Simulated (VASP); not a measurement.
# AlN (P6_3mc) in VASP: further runs

The runs below take AlN through single point, with PBE.

All numbers are computed with VASP 6.6.1; they aren't measurements. Logs are shortened: lines on timing, memory, paths and dates and some standing lists are left out, and cuts for length are marked.

**1. The cell of the first run**

The structure is hexagonal, space group P6_3mc (No. 186). Conventional cell: a = 3.049 Å, b = 3.049 Å, c = 4.978 Å, α = 90.00°, β = 90.00°, γ = 120.00°. Al (site symmetry 3m) has 4 N at 1.85 to 1.92 Å within 2.5 Å. N (site symmetry 3m) has 4 Al at 1.85 to 1.92 Å within 2.5 Å.

**2. Single point, PBE (equal xx and yy strain of -2 %)**

INCAR reads:

```
PREC     = Accurate       # precision mode
ENCUT    = 520            # plane-wave cutoff, eV
EDIFF    = 1E-7           # SCF threshold, eV
ISMEAR   = -1             # smearing method
SIGMA    = 0.02           # smearing width, eV
LREAL    = False          # projectors in reciprocal space
LASPH    = True           # aspherical terms in the spheres
NELM     = 60             # most SCF steps
ALGO     = Normal         # electronic algorithm
ISIF     = 2              # what is computed and relaxed
LWAVE    = False          # write WAVECAR
LCHARG   = False          # write CHGCAR
GGA      = PE             # functional
NBANDS   = 16             # bands
```

KPOINTS reads:

```
Automatic mesh
0
Gamma
  11 11 6
```

POSCAR reads:

```
AlN
1.0
    3.0487821086      0.0000000000      0.0000000000
   -1.5243910543      2.6403227566      0.0000000000
    0.0000000000      0.0000000000      4.9780000000
Al N
2 2
Direct
    0.3333333333      0.6666666667      0.0000000000
    0.6666666667      0.3333333333      0.5000000000
    0.3333333333      0.6666666667      0.3850000000
    0.6666666667      0.3333333333      0.8850000000
```

Potentials or basis: VASP PAW PBE potentials, release 64 (Al, N).

Run with:

```bash
$ cat potpaw_PBE.64/Al/POTCAR potpaw_PBE.64/N/POTCAR > POTCAR
$ mpirun -np 1 vasp_std > vasp.out
```

OUTCAR:

```text
PREC = Accurate
   ENCUT = 520
   EDIFF = 1E-7
   ISMEAR = -1
   LREAL = False
   LASPH = True
   NELM = 60
   ISIF = 2
   GGA = PE

 ion  position               nearest neighbor table
   1  0.333  0.667  0.000-   4 1.85   4 1.85   4 1.85   3 1.92   2 3.05   2 3.05   2 3.05   2 3.05
                             2 3.05   2 3.05
   2  0.667  0.333  0.500-   3 1.85   3 1.85   3 1.85   4 1.92   1 3.05   1 3.05   1 3.05   1 3.05
                             1 3.05   1 3.05
   3  0.333  0.667  0.385-   2 1.85   2 1.85   2 1.85   1 1.92
   4  0.667  0.333  0.885-   1 1.85   1 1.85   1 1.85   2 1.92

  LATTYP: Found a hexagonal cell.
 ALAT       =     3.0487821086
 C/A-ratio  =     1.6327831320

  Lattice vectors:

 A1 = (   3.0487821086,   0.0000000000,   0.0000000000)
 A2 = (  -1.5243910543,   2.6403227566,   0.0000000000)
 A3 = (   0.0000000000,   0.0000000000,   4.9780000000)

Analysis of symmetry for initial positions (statically):
=====================================================================
 Subroutine PRICEL returns:
 Original cell was already a primitive cell.

 Routine SETGRP: Setting up the symmetry group for a
 hexagonal supercell.

 Subroutine GETGRP returns: Found 12 space group operations
 (whereof  6 operations were pure point group operations)
 out of a pool of 24 trial point group operations.

The static configuration has the point symmetry C_3v.
 The point group associated with its full space group is C_6v.

Analysis of symmetry for dynamics (positions and initial velocities):
=====================================================================
 Subroutine PRICEL returns:
 Original cell was already a primitive cell.

 Routine SETGRP: Setting up the symmetry group for a
 hexagonal supercell.

 Subroutine GETGRP returns: Found 12 space group operations
 (whereof  6 operations were pure point group operations)
 out of a pool of 24 trial point group operations.

The dynamic configuration has the point symmetry C_3v.
 The point group associated with its full space group is C_6v.

 Subroutine INISYM returns: Found 12 space group operations
 (whereof  6 operations are pure point group operations),
 and found     1 'primitive' translations

----------------------------------------------------------------------------------------

                                     Primitive cell

  volume of cell :      40.0717

  direct lattice vectors                    reciprocal lattice vectors
     3.048782109  0.000000000  0.000000000     0.327999826  0.189370788  0.000000000
    -1.524391054  2.640322757  0.000000000     0.000000000  0.378741575  0.000000000
     0.000000000  0.000000000  4.978000000     0.000000000  0.000000000  0.200883889

  length of vectors
     3.048782109  3.048782109  4.978000000     0.378741575  0.378741575  0.200883889

  position of ions in fractional coordinates (direct lattice)
     0.333333333  0.666666667  0.000000000
     0.666666667  0.333333333  0.500000000
     0.333333333  0.666666667  0.385000000
     0.666666667  0.333333333  0.885000000

  ion indices of the primitive-cell ions
   primitive index   ion index
                 1           1
                 2           2
                 3           3
                 4           4

----------------------------------------------------------------------------------------

 KPOINTS: Automatic mesh

Automatic generation of k-mesh.
 Grid dimensions read from file:
 generate k-points for:   11   11    6

 Generating k-lattice:

  Cartesian coordinates                     Fractional coordinates (reciprocal lattice)
     0.029818166  0.017215526  0.000000000     0.090909091  0.000000000  0.000000000
     0.000000000  0.034431052  0.000000000     0.000000000  0.090909091  0.000000000
     0.000000000  0.000000000  0.033480648     0.000000000  0.000000000  0.166666667

  Length of vectors
     0.034431052  0.034431052  0.033480648

  Shift w.r.t. Gamma in fractional coordinates (k-lattice)
     0.000000000  0.000000000  0.000000000

 Subroutine IBZKPT returns following result:
 ===========================================

 Found     64 irreducible k-points:

 Following reciprocal coordinates:
            Coordinates               Weight
  0.000000  0.000000  0.000000      1.000000
  0.090909  0.000000  0.000000      6.000000
  0.181818  0.000000  0.000000      6.000000
  0.272727  0.000000  0.000000      6.000000
  0.363636  0.000000  0.000000      6.000000
  0.454545  0.000000  0.000000      6.000000
[... 16 lines left out ...]
  0.090909  0.090909  0.166667     12.000000
  0.181818  0.090909  0.166667     24.000000
 [... further k-points ...]
   k-points           NKPTS =     64   k-points in BZ     NKDIM =     64   number of bands    NBANDS=     16
   number of dos      NEDOS =    301   number of ions     NIONS =      4
   total plane-waves  NPLWV =  23040
   dimension x,y,z NGX =    24 NGY =   24 NGZ =   40
   dimension x,y,z NGXF=    48 NGYF=   48 NGZF=   80
   ions per type =               2   2
   NGX,Y,Z   is equivalent  to a cutoff of  13.09, 13.09, 13.36 a.u.
   NGXF,Y,Z  is equivalent  to a cutoff of  26.17, 26.17, 26.72 a.u.
 SYSTEM =  unknown system
   PREC   = accura    normal or accurate (medium, high low for compatibility)
   ISTART =      0    job   : 0-new  1-cont  2-samecut
   ICHARG =      2    charge: 1-file 2-atom 10-const
   ISPIN  =      1    spin polarized calculation?
   LNONCOLLINEAR =      F non collinear calculations
   LSORBIT =      F    spin-orbit coupling
   LASPH  =      T    aspherical Exc in radial PAW
   ENCUT  =  520.0 eV  38.22 Ry    6.18 a.u.   5.67  5.67  9.26*2*pi/ulx,y,z
   NELM   =     60;   NELMIN=  2; NELMDL= -5     # of ELM steps
   EDIFF  = 0.1E-06   stopping-criterion for ELM
   LREAL  =      F    real-space projection
   EDIFFG = 0.1E-05   stopping-criterion for IOM
   NSW    =      0    number of steps for IOM
   IBRION =     -1    ionic relax: 0-MD 1-quasi-New 2-CG
   NFREE  =      0    steps in history (QN), initial steepest desc. (CG)
   ISIF   =      2    stress and relaxation
   ISYM   =      2    0-nonsym 1-usesym 2-fastsym
   POTIM  = 0.5000    time-step for ionic-motion
   TEBEG  =    0.0;   TEEND  =   0.0 temperature during run
   PSTRESS=    0.0 pullay stress
   NELECT =      16.0000    total number of electrons
   NUPDOWN=      -1.0000    fix difference up-down
   EMIN   =  10.00;   EMAX   =-10.00  energy-range for DOS
   EFERMI =   0.00;   METHOD = LEGACY
   ISMEAR =    -1;   SIGMA  =   0.02  broadening in eV -4-tet -1-fermi 0-gaus
   EFERMI_NEDOS =   21; number of points for ismear=-14 and -15
   IALGO  =     38    algorithm
   IMIX   =      4    mixing-type and parameters
     AMIX     =   0.40;   BMIX     =  1.00
     AMIX_MAG =   1.60;   BMIX_MAG =  1.00
  volume/ion in A,a.u.               =      10.02        67.60
  Fermi-wavevector in a.u.,A,eV,Ry     =   1.205504  2.278073 19.772536  1.453240
  Thomas-Fermi vector in A             =   2.341199
   LORBIT       =      0    0 simple, 1 ext, 2 COOP (PROOUT), +10 PAW based schemes
   GGA     = PE    functional components
   LHFCALC =     F    Hartree Fock is set to
   AEXX    =    0.0000 exact exchange contribution
   IVDW    =     0    specifies the selected vdW correction
   LEPSILON=     F    determine dielectric tensor
   LRPA    =     F    only Hartree local field effects (RPA)
 non-spin polarized calculation
  energy-cutoff  :      520.00
  volume of cell :       40.07
 maximum number of plane-waves:      1100
 NGX is ok and might be reduce to    24
   NGX = 11   NGY = 11   NGZ = 19

 number of electron      15.9999999 magnetization

 Free energy of the ion-electron system (eV)
  ---------------------------------------------------
  ext. energy  EPLUGINS =         0.00000000
  ---------------------------------------------------
  free energy    TOTEN  =       -29.65765563 eV

  energy without entropy =      -29.65765563  energy(sigma->0) =      -29.65765563

 E-fermi :   6.9494     XC(G=0): -11.0923

 val. band max:        6.5395496151   @ k =   0.0000   0.0000   0.0000
 cond. band min:      11.1124766098   @ k =   0.0000   0.0000   0.0000
 fundamental gap:      4.5729269947
 Fermi energy:         6.9494063680

 k-point     1 :       0.0000    0.0000    0.0000
  band No.  band energies     occupation
      1      -8.8837      2.00000
      2      -6.6973      2.00000
      3       0.3390      2.00000
      4       5.7275      2.00000
      5       5.7275      2.00000
      6       6.3329      2.00000
[... 8 lines left out ...]
     15      20.1751      0.00000
     16      20.1751      0.00000

 k-point     2 :       0.0909    0.0000    0.0000
  band No.  band energies     occupation
      1      -8.7712      2.00000
      2      -6.6297      2.00000
      3       0.4711      2.00000
      4       5.2275      2.00000
      5       5.5867      2.00000
      6       5.8540      2.00000
[... 8 lines left out ...]
     15      19.9959      0.00000
     16      20.2427      0.00000

 k-point     3 :       0.1818    0.0000    0.0000
  band No.  band energies     occupation
      1      -8.4454      2.00000
      2      -6.4470      2.00000
      3       0.8594      2.00000
      4       4.0421      2.00000
      5       4.8474      2.00000
      6       5.2684      2.00000
[... 8 lines left out ...]
     15      19.3496      0.00000
     16      19.6352      0.00000

 k-point     4 :       0.2727    0.0000    0.0000
  band No.  band energies     occupation
      1      -7.9451      2.00000
      2      -6.2142      2.00000
      3       1.4762      2.00000
      4       2.7157      2.00000
      5       3.7592      2.00000
      6       4.9215      2.00000
[... 8 lines left out ...]
     15      18.9272      0.00000
     16      20.6860      0.00000

 k-point     5 :       0.3636    0.0000    0.0000
  band No.  band energies     occupation
      1      -7.3545      2.00000
      2      -6.0464      2.00000
      3       1.6204      2.00000
      4       2.2535      2.00000
      5       2.8374      2.00000
      6       4.6441      2.00000
[... 8 lines left out ...]
     15      19.0305      0.00000
     16      21.8600      0.00000

 k-point     6 :       0.4545    0.0000    0.0000
  band No.  band energies     occupation
      1      -6.8579      2.00000
      2      -6.0452      2.00000
      3       1.0062      2.00000
      4       2.2833      2.00000
      5       3.0004      2.00000
      6       4.4928      2.00000
[... 8 lines left out ...]
     15      19.5537      0.00000
     16      21.9788      0.00000
[... 267 lines left out ...]
 k-point    21 :       0.3636    0.0000    0.1667
  band No.  band energies     occupation
      1      -7.2769      2.00000
      2      -6.1448      2.00000
      3       1.3558      2.00000
      4       2.3669      2.00000
      5       3.0422      2.00000
      6       4.7160      2.00000
[... 8 lines left out ...]
     15      19.3250      0.00000
     16      21.6955      0.00000

 k-point    22 :       0.4545    0.0000    0.1667
  band No.  band energies     occupation
      1      -6.8010      2.00000
      2      -6.0938      2.00000
      3       0.8610      2.00000
      4       1.9257      2.00000
      5       3.4291      2.00000
      6       4.5673      2.00000
[... 8 lines left out ...]
     15      19.2895      0.00000
     16      22.2140      0.00000

 k-point    23 :       0.0909    0.0909    0.1667
  band No.  band energies     occupation
      1      -8.4486      2.00000
      2      -6.6969      2.00000
      3       1.0583      2.00000
      4       4.6415      2.00000
      5       4.6792      2.00000
      6       5.4894      2.00000
[... 8 lines left out ...]
     15      19.4979      0.00000
     16      20.2048      0.00000

 k-point    24 :       0.1818    0.0909    0.1667
  band No.  band energies     occupation
      1      -8.0409      2.00000
      2      -6.4588      2.00000
      3       1.4428      2.00000
      4       3.4728      2.00000
      5       3.8742      2.00000
      6       5.0536      2.00000
[... 8 lines left out ...]
     15      19.4018      0.00000
     16      20.5025      0.00000

 [... further k-points ...]

------------------------ aborting loop because EDIFF is reached ----------------------------------------

  FORCE on cell =-STRESS in cart. coord.  units (eV):
  Direction    XX          YY          ZZ          XY          YZ          ZX
  --------------------------------------------------------------------------------------
  -------------------------------------------------------------------------------------
  Total        4.3358666      4.3358666      1.3935904     -0.0000000      0.0000000     -0.0000000
  in kB      173.3597202    173.3597202     55.7195285     -0.0000000      0.0000000     -0.0000000
  external PRESSURE =     134.1463230 kB  Pullay stress =       0.0000000 kB

 VOLUME and BASIS-vectors are now :
 -----------------------------------------------------------------------------
  energy-cutoff  :      520.00
  volume of cell :       40.07
      direct lattice vectors                 reciprocal lattice vectors
     3.048782109  0.000000000  0.000000000     0.327999826  0.189370788  0.000000000
    -1.524391054  2.640322757  0.000000000     0.000000000  0.378741575  0.000000000
     0.000000000  0.000000000  4.978000000     0.000000000  0.000000000  0.200883889

 POSITION                                       TOTAL-FORCE (eV/Angst)
 -----------------------------------------------------------------------------------
     -0.00000      1.76022      0.00000        -0.000000      0.000000      0.443994
      1.52439      0.88011      2.48900         0.000000     -0.000000      0.443994
     -0.00000      1.76022      1.91653        -0.000000      0.000000     -0.443994
      1.52439      0.88011      4.40553         0.000000     -0.000000     -0.443994
 -----------------------------------------------------------------------------------
    total drift:                                0.000000      0.000000      0.000241

  FREE ENERGIE OF THE ION-ELECTRON SYSTEM (eV)
  ---------------------------------------------------
  free  energy   TOTEN  =       -29.6576556342 eV

  energy  without entropy=      -29.6576556342  energy(sigma->0) =      -29.65765563
```

It took 18 s on 1 thread of Intel Xeon 6975P-C (Granite Rapids), shared host; peak memory 0.16 GiB.

Results:

| Property | Result |
| --- | --- |
| Free energy | -29.6577 eV |
| Pressure | 13.4 GPa |
| Largest force | 0.444 eV/Å |
| Band gap on the k mesh | 4.57 eV, direct |

Forces on the atoms (eV/Å):
```
Al   0.000  0.000  0.444
Al   0.000  0.000  0.444
N    0.000  0.000 -0.444
N    0.000  0.000 -0.444
```

Caveat: the cell differs from its parent crystal (equal xx and yy strain of -2 %). A k mesh can miss the band edges.

**3. Single point, PBE (equal xx and yy strain of +1 %)**

INCAR reads:

```
ALGO = Normal ; EDIFF = 1E-6
ENCUT = 520 ; GGA = PE
ISIF = 2 ; ISMEAR = -1
LASPH = T ; LCHARG = T
LELF = T ; LREAL = F
LVHAR = T ; LWAVE = F
NBANDS = 16 ; NELM = 100
PREC = Accurate ; SIGMA = 0.02
```

KPOINTS reads:

```
k-points
0
Gamma
  11 11 6
```

Changes to POSCAR since step 2:

```diff
@@ -2,4 +2,4 @@
 1.0
-    3.0487821086      0.0000000000      0.0000000000
-   -1.5243910543      2.6403227566      0.0000000000
+    3.1421121731      0.0000000000      0.0000000000
+   -1.5710560866      2.7211489634      0.0000000000
     0.0000000000      0.0000000000      4.9780000000
```

Potentials or basis: VASP PAW PBE potentials, release 64 (Al, N).

Run with:

```bash
$ cat potpaw_PBE.64/Al/POTCAR potpaw_PBE.64/N/POTCAR > POTCAR
$ mpirun -np 1 vasp_std > vasp.out
```

Run time: 19 s. Hardware: 1 thread of Intel Xeon 6975P-C (Granite Rapids), shared host; peak memory 0.17 GiB.

The run converged. Its results:

- Free energy: -29.7766 eV
- Pressure: -0.3 GPa
- Largest force: 0.075 eV/Å
- Band gap on the k mesh: 3.97 eV, direct

Forces on the atoms (eV/Å):
```
Al   0.000  0.000  0.075
Al   0.000  0.000  0.075
N    0.000  0.000 -0.075
N    0.000  0.000 -0.075
```

Stress tensor (GPa, compression positive):
```
-1.14  0.00  0.00
 0.00 -1.14  0.00
 0.00  0.00  1.25
```

Levels at points of the mesh, in eV from the valence-band top:
| k point | band 6 | band 7 | band 8 | band 9 | band 10 | band 11 |
| --- | --- | --- | --- | --- | --- | --- |
| (0.00, 0.00, 0.00) | -0.33 | -0.33 | 0.00 | 3.97 | 6.32 | 10.47 |
| (0.00, 0.00, 0.50) | -0.68 | -0.68 | -0.68 | 6.20 | 6.20 | 10.13 |

Caveat: the cell differs from its parent crystal (equal xx and yy strain of +1 %).

[end of part 1 of 2]
